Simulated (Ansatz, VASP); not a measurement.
# One calculation of Rb, two programs

```
Rb
1.0
    -2.82003    2.80600    2.80600
     2.82003   -2.80600    2.80600
     2.82003    2.80600   -2.80600
Rb
1
Direct
  0.00000 0.00000 0.00000
```

Change from the starting cell: strain +0.0050 x Voigt [1, 0, 0, 0, 0, 0], atoms carried along.

Alike in both runs: task single point; functional PBE; k mesh 12 × 12 × 12; occupations gaussian, width 0.15 eV; no spin polarisation.

```csv
,VASP,Ansatz
version,VASP 6.6.1,Ansatz 0.2.0
potentials or method,"VASP PAW PBE potentials, release 64 (Rb_sv), cutoff 520 eV","scalar-relativistic, plane waves, PAW"
valence electrons in the cell,9,9
```

|  | VASP | Ansatz | Ansatz less VASP |
| --- | --- | --- | --- |
| gap on the k mesh at the Fermi level (eV) | none | none | - |
| pressure (GPa) | 0.1 | 0.1 | 0.00 |

A gap of «none» marks a metal or a gap that the smearing closes.
